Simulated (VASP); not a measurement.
# KCl (I4/mmm) in VASP: single point with LDA

Aim: the single point of KCl with LDA.

All numbers are computed with VASP 6.6.1; they aren't measurements. Logs are shortened: lines on timing, memory, paths and dates and some standing lists are left out, and cuts for length are marked.

**1. The cell of the first run**

It takes space group I4/mmm (No. 139, tetragonal). Conventional cell: a = 4.597 Å, b = 4.597 Å, c = 6.312 Å, α = 90.00°, β = 90.00°, γ = 90.00°. K (site symmetry 4/mmm) has 6 Cl at 3.16 to 3.25 Å within 4.2 Å. Within 4.2 Å of Cl (site symmetry 4/mmm) lie 6 K at 3.16 to 3.25 Å.

**2. Single point, LDA (equal xx and yy strain of +3 %)**

File INCAR:

```
SYSTEM = KCl
PREC     = Accurate       ! precision mode
ENCUT    = 520            ! plane-wave cutoff, eV
EDIFF    = 1E-6           ! SCF threshold, eV
ISMEAR   = -1             ! smearing method
SIGMA    = 0.03           ! smearing width, eV
LREAL    = .FALSE.        ! projectors in reciprocal space
LASPH    = .TRUE.         ! aspherical terms in the spheres
NELM     = 100            ! most SCF steps
ALGO     = Normal         ! electronic algorithm
ISIF     = 2              ! what is computed and relaxed
LWAVE    = .FALSE.        ! write WAVECAR
LCHARG   = .FALSE.        ! write CHGCAR
GGA      = CA             ! functional
NBANDS   = 15             ! bands
```

File KPOINTS:

```
Automatic mesh
0
G
  7 7 7
  0 0 0
```

File POSCAR:

```
KCl
1.0
    0.0000000000      3.2507830000      3.1561000000
    3.2507830000      0.0000000000      3.1561000000
    3.2507830000      3.2507830000      0.0000000000
K Cl
1 1
Direct
    0.0000000000      0.0000000000      0.0000000000
    0.5000000000      0.5000000000      0.5000000000
```

Potentials or basis: VASP PAW LDA potentials, release 64 (K_sv, Cl).

The run is started by

```console
> cat potpaw_LDA.64/K_sv/POTCAR potpaw_LDA.64/Cl/POTCAR > POTCAR
> mpirun -np 1 vasp_std > vasp.out
```

OUTCAR:

```text
SYSTEM = KCl
   PREC = Accurate
   ENCUT = 520
   EDIFF = 1E-6
   ISMEAR = -1
   LREAL = .FALSE.
   LASPH = .TRUE.
   NELM = 100
   ISIF = 2
   GGA = CA

 ion  position               nearest neighbor table
   1  0.000  0.000  0.000-   2 3.16   2 3.16
   2  0.500  0.500  0.500-   1 3.16   1 3.16

  LATTYP: Found a body centered tetragonal cell.
 ALAT       =     4.5973014069
 C/A-ratio  =     1.3730228761

  Lattice vectors:

 A1 = (   0.0000000000,  -3.2507830000,  -3.1561000000)
 A2 = (   0.0000000000,   3.2507830000,  -3.1561000000)
 A3 = (   3.2507830000,   0.0000000000,   3.1561000000)

Analysis of symmetry for initial positions (statically):
=====================================================================
 Subroutine PRICEL returns:
 Original cell was already a primitive cell.

 Routine SETGRP: Setting up the symmetry group for a
 body centered tetragonal supercell.

 Subroutine GETGRP returns: Found 16 space group operations
 (whereof 16 operations were pure point group operations)
 out of a pool of 16 trial point group operations.

The static configuration has the point symmetry D_4h.

Analysis of symmetry for dynamics (positions and initial velocities):
=====================================================================
 Subroutine PRICEL returns:
 Original cell was already a primitive cell.

 Routine SETGRP: Setting up the symmetry group for a
 body centered tetragonal supercell.

 Subroutine GETGRP returns: Found 16 space group operations
 (whereof 16 operations were pure point group operations)
 out of a pool of 16 trial point group operations.

The dynamic configuration has the point symmetry D_4h.

 Subroutine INISYM returns: Found 16 space group operations
 (whereof 16 operations are pure point group operations),
 and found     1 'primitive' translations

----------------------------------------------------------------------------------------

                                     Primitive cell

  volume of cell :      66.7047

  direct lattice vectors                    reciprocal lattice vectors
     0.000000000  3.250783000  3.156100000    -0.153809098  0.153809098  0.158423371
     3.250783000  0.000000000  3.156100000     0.153809098 -0.153809098  0.158423371
     3.250783000  3.250783000  0.000000000     0.153809098  0.153809098 -0.158423371

  length of vectors
     4.530845100  4.530845100  4.597301407     0.269095599  0.269095599  0.269095599

  position of ions in fractional coordinates (direct lattice)
     0.000000000  0.000000000  0.000000000
     0.500000000  0.500000000  0.500000000

  ion indices of the primitive-cell ions
   primitive index   ion index
                 1           1
                 2           2

----------------------------------------------------------------------------------------

 KPOINTS: Automatic mesh

Automatic generation of k-mesh.
 Grid dimensions read from file:
 generate k-points for:    7    7    7

 Generating k-lattice:

  Cartesian coordinates                     Fractional coordinates (reciprocal lattice)
    -0.021972728  0.021972728  0.022631910     0.142857143 -0.000000000  0.000000000
     0.021972728 -0.021972728  0.022631910    -0.000000000  0.142857143  0.000000000
     0.021972728  0.021972728 -0.022631910     0.000000000  0.000000000  0.142857143

  Length of vectors
     0.038442228  0.038442228  0.038442228

  Shift w.r.t. Gamma in fractional coordinates (k-lattice)
     0.000000000  0.000000000  0.000000000

 Subroutine IBZKPT returns following result:
 ===========================================

 Found     40 irreducible k-points:

 Following reciprocal coordinates:
            Coordinates               Weight
  0.000000  0.000000  0.000000      1.000000
  0.142857  0.000000  0.000000      8.000000
  0.285714  0.000000  0.000000      8.000000
  0.428571  0.000000  0.000000      8.000000
  0.142857  0.142857  0.000000      2.000000
  0.285714  0.142857  0.000000      8.000000
[... 16 lines left out ...]
  0.428571  0.285714  0.142857      8.000000
 -0.428571  0.285714  0.142857     16.000000
 [... further k-points ...]
   k-points           NKPTS =     40   k-points in BZ     NKDIM =     40   number of bands    NBANDS=     15
   number of dos      NEDOS =    301   number of ions     NIONS =      2
   total plane-waves  NPLWV =  46656
   dimension x,y,z NGX =    36 NGY =   36 NGZ =   36
   dimension x,y,z NGXF=    72 NGYF=   72 NGZF=   72
   ions per type =               1   1
   NGX,Y,Z   is equivalent  to a cutoff of  13.21, 13.21, 13.02 a.u.
   NGXF,Y,Z  is equivalent  to a cutoff of  26.42, 26.42, 26.04 a.u.
 SYSTEM =  KCl
   PREC   = accura    normal or accurate (medium, high low for compatibility)
   ISTART =      0    job   : 0-new  1-cont  2-samecut
   ICHARG =      2    charge: 1-file 2-atom 10-const
   ISPIN  =      1    spin polarized calculation?
   LNONCOLLINEAR =      F non collinear calculations
   LSORBIT =      F    spin-orbit coupling
   LASPH  =      T    aspherical Exc in radial PAW
   ENCUT  =  520.0 eV  38.22 Ry    6.18 a.u.   8.42  8.42  8.55*2*pi/ulx,y,z
   NELM   =    100;   NELMIN=  2; NELMDL= -5     # of ELM steps
   EDIFF  = 0.1E-05   stopping-criterion for ELM
   LREAL  =      F    real-space projection
   EDIFFG = 0.1E-04   stopping-criterion for IOM
   NSW    =      0    number of steps for IOM
   IBRION =     -1    ionic relax: 0-MD 1-quasi-New 2-CG
   NFREE  =      0    steps in history (QN), initial steepest desc. (CG)
   ISIF   =      2    stress and relaxation
   ISYM   =      2    0-nonsym 1-usesym 2-fastsym
   POTIM  = 0.5000    time-step for ionic-motion
   TEBEG  =    0.0;   TEEND  =   0.0 temperature during run
   PSTRESS=    0.0 pullay stress
   NELECT =      16.0000    total number of electrons
   NUPDOWN=      -1.0000    fix difference up-down
   EMIN   =  10.00;   EMAX   =-10.00  energy-range for DOS
   EFERMI =   0.00;   METHOD = LEGACY
   ISMEAR =    -1;   SIGMA  =   0.03  broadening in eV -4-tet -1-fermi 0-gaus
   EFERMI_NEDOS =   21; number of points for ismear=-14 and -15
   IALGO  =     38    algorithm
   IMIX   =      4    mixing-type and parameters
     AMIX     =   0.40;   BMIX     =  1.00
     AMIX_MAG =   1.60;   BMIX_MAG =  1.00
  volume/ion in A,a.u.               =      33.35       225.07
  Fermi-wavevector in a.u.,A,eV,Ry     =   1.017176  1.922183 14.077215  1.034646
  Thomas-Fermi vector in A             =   2.150561
   LORBIT       =      0    0 simple, 1 ext, 2 COOP (PROOUT), +10 PAW based schemes
   GGA     = CA    functional components
   LHFCALC =     F    Hartree Fock is set to
   AEXX    =    0.0000 exact exchange contribution
   IVDW    =     0    specifies the selected vdW correction
   LEPSILON=     F    determine dielectric tensor
   LRPA    =     F    only Hartree local field effects (RPA)
 non-spin polarized calculation
  energy-cutoff  :      520.00
  volume of cell :       66.70
 maximum number of plane-waves:      1822
 NGX is ok and might be reduce to    36
   NGX = 17   NGY = 17   NGZ = 17

 number of electron      16.0000000 magnetization

 Free energy of the ion-electron system (eV)
  ---------------------------------------------------
  ext. energy  EPLUGINS =         0.00000000
  ---------------------------------------------------
  free energy    TOTEN  =        -7.30424405 eV

  energy without entropy =       -7.30424405  energy(sigma->0) =       -7.30424405

 E-fermi :  -1.6911     XC(G=0):  -7.8300

 val. band max:       -2.3352247016   @ k =   0.0000   0.0000   0.0000
 cond. band min:       2.1893762178   @ k =   0.0000   0.0000   0.0000
 fundamental gap:      4.5246009195
 Fermi energy:        -1.6910518339

 k-point     1 :       0.0000    0.0000    0.0000
  band No.  band energies     occupation
      1     -29.3385      2.00000
      2     -14.2960      2.00000
      3     -13.0346      2.00000
      4     -13.0346      2.00000
      5     -13.0343      2.00000
      6      -2.3463      2.00000
      7      -2.3463      2.00000
      8      -2.3352      2.00000
      9       2.1894      0.00000
     10       5.6458      0.00000
     11       5.6458      0.00000
     12       5.8254      0.00000
     13       6.5214      0.00000
     14       6.6724      0.00000
     15       9.9008      0.00000

 k-point     2 :       0.1429    0.0000    0.0000
  band No.  band energies     occupation
      1     -29.3370      2.00000
      2     -14.3325      2.00000
      3     -13.0370      2.00000
      4     -13.0355      2.00000
      5     -12.9892      2.00000
      6      -2.5789      2.00000
      7      -2.4040      2.00000
      8      -2.3986      2.00000
      9       2.6550      0.00000
     10       5.5264      0.00000
     11       5.8912      0.00000
     12       6.0086      0.00000
     13       6.7654      0.00000
     14       6.9279      0.00000
     15      10.6297      0.00000

 k-point     3 :       0.2857    0.0000    0.0000
  band No.  band energies     occupation
      1     -29.3335      2.00000
      2     -14.4068      2.00000
      3     -13.0423      2.00000
      4     -13.0380      2.00000
      5     -12.8947      2.00000
      6      -3.0198      2.00000
      7      -2.5281      2.00000
      8      -2.5266      2.00000
      9       3.6870      0.00000
     10       5.4058      0.00000
     11       6.5729      0.00000
     12       6.6617      0.00000
     13       7.4133      0.00000
     14       7.6084      0.00000
     15      10.2102      0.00000
[... 343 lines left out ...]
 k-point    23 :       0.4286    0.2857    0.1429
  band No.  band energies     occupation
      1     -29.3307      2.00000
      2     -14.3834      2.00000
      3     -13.0763      2.00000
      4     -13.0500      2.00000
      5     -12.9067      2.00000
      6      -3.0829      2.00000
      7      -2.5917      2.00000
      8      -2.5914      2.00000
      9       4.3171      0.00000
     10       4.8001      0.00000
     11       7.2866      0.00000
     12       7.3369      0.00000
     13       7.5884      0.00000
     14       8.0374      0.00000
     15       9.2933      0.00000

 k-point    24 :      -0.4286    0.2857    0.1429
  band No.  band energies     occupation
      1     -29.3288      2.00000
      2     -14.3693      2.00000
      3     -13.0898      2.00000
      4     -13.0623      2.00000
      5     -12.9171      2.00000
      6      -3.1060      2.00000
      7      -2.7242      2.00000
      8      -2.6464      2.00000
      9       4.9245      0.00000
     10       5.2619      0.00000
     11       6.9470      0.00000
     12       7.4919      0.00000
     13       8.0861      0.00000
     14       8.5010      0.00000
     15       9.0779      0.00000

 [... further k-points ...]

------------------------ aborting loop because EDIFF is reached ----------------------------------------

  FORCE on cell =-STRESS in cart. coord.  units (eV):
  Direction    XX          YY          ZZ          XY          YZ          ZX
  --------------------------------------------------------------------------------------
  -------------------------------------------------------------------------------------
  Total       -1.1914649     -1.1914649     -0.9512673      0.0000000      0.0000000     -0.0000000
  in kB      -28.6177268    -28.6177268    -22.8484338      0.0000000      0.0000000     -0.0000000
  external PRESSURE =     -26.6946291 kB  Pullay stress =       0.0000000 kB

 VOLUME and BASIS-vectors are now :
 -----------------------------------------------------------------------------
  energy-cutoff  :      520.00
  volume of cell :       66.70
      direct lattice vectors                 reciprocal lattice vectors
     0.000000000  3.250783000  3.156100000    -0.153809098  0.153809098  0.158423371
     3.250783000  0.000000000  3.156100000     0.153809098 -0.153809098  0.158423371
     3.250783000  3.250783000  0.000000000     0.153809098  0.153809098 -0.158423371

 POSITION                                       TOTAL-FORCE (eV/Angst)
 -----------------------------------------------------------------------------------
      0.00000      0.00000      0.00000        -0.000000      0.000000      0.000000
      3.25078      3.25078      3.15610         0.000000     -0.000000      0.000000
 -----------------------------------------------------------------------------------
    total drift:                                0.000000      0.000000      0.000000

  FREE ENERGIE OF THE ION-ELECTRON SYSTEM (eV)
  ---------------------------------------------------
  free  energy   TOTEN  =        -7.3042440494 eV

  energy  without entropy=       -7.3042440494  energy(sigma->0) =       -7.30424405
```

It took 75 s on 1 thread of AMD EPYC, shared host; peak memory 0.16 GiB.

What came out:

```
Free energy            : -7.3042 eV
Pressure               : -2.7 GPa
Band gap on the k mesh : 4.52 eV, direct
```

Caveat: the cell differs from its parent crystal (equal xx and yy strain of +3 %).
